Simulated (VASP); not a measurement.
The system is TaSi2.

```
Ta Si
1.0
     4.78390    0.00000    0.00000
    -2.39195    4.14298    0.00000
     0.00000    0.00000    6.57000
Ta Si
3 6
Direct
  0.00000 0.50000 0.33333
  0.50000 0.50000 0.66667
  0.50000 0.00000 0.00000
  0.31794 0.15897 0.33333
  0.15897 0.84103 0.66667
  0.84103 0.68206 0.00000
  0.68206 0.84103 0.33333
  0.84103 0.15897 0.66667
  0.15897 0.31794 0.00000
```

| Item | Value |
| --- | --- |
| Program | VASP 6.6.1 |
| Task | relaxation of cell and atoms |
| Functional | BLYP |
| Potentials or basis | VASP PAW PBE potentials, release 64 (Ta_sv_GW, Si) |
| Cutoff | 500 eV |
| k mesh | 5 × 5 × 3 |
| Occupations | fermi-dirac, width 0.05 eV |
| Spin | no spin polarisation |

At the start: pressure 10.8 GPa; volume 14.47 Å³/atom.

Task: Where does the relaxation end?

Result: Over 9 steps the energy falls by 30.4 meV/atom and the volume is 15.39 Å³/atom (+6.4 %); space group P6_422 (No. 181, to 0.1 Å) before and after.

Step by step:
| step | energy change (eV) | largest force (eV/Å) | pressure (GPa) | volume (Å³) |
| --- | --- | --- | --- | --- |
| 1 | 0.0000 | 0.0095 | 10.78 | 130.21 |
| 2 | 0.1139 | 0.0460 | -10.31 | 149.42 |
| 3 | -0.2616 | 0.0055 | -0.31 | 138.49 |
| 4 | -0.2617 | 0.0050 | -0.11 | 138.32 |
| 5 | -0.2729 | 0.0301 | 0.09 | 138.43 |
| 6 | -0.2729 | 0.0289 | 0.08 | 138.43 |
| 7 | -0.2731 | 0.0160 | -0.08 | 138.57 |
| 8 | -0.2731 | 0.0133 | -0.12 | 138.60 |
| 9 | -0.2732 | 0.0002 | 0.00 | 138.50 |

Final structure:
```cif
data_structure
_symmetry_space_group_name_H-M 'P 1'
_symmetry_Int_Tables_number 1
_cell_length_a 4.9114
_cell_length_b 4.9114
_cell_length_c 6.6301
_cell_angle_alpha 90.000
_cell_angle_beta 90.000
_cell_angle_gamma 120.000
_cell_volume 138.50
loop_
_atom_site_label
_atom_site_type_symbol
_atom_site_fract_x
_atom_site_fract_y
_atom_site_fract_z
_atom_site_occupancy
Ta1 Ta 0.00000 0.50000 0.33333 1
Ta2 Ta 0.50000 0.50000 0.66667 1
Ta3 Ta 0.50000 0.00000 0.00000 1
Si1 Si 0.31727 0.15863 0.33333 1
Si2 Si 0.15863 0.84137 0.66667 1
Si3 Si 0.84137 0.68273 0.00000 1
Si4 Si 0.68273 0.84137 0.33333 1
Si5 Si 0.84137 0.15863 0.66667 1
Si6 Si 0.15863 0.31727 0.00000 1
```

Caveat: the PAW data sets were made with another functional, which shifts forces and pressure a little; an odd number of electrons without spin polarisation forces a metal; a magnetic or distorted state may lie lower.
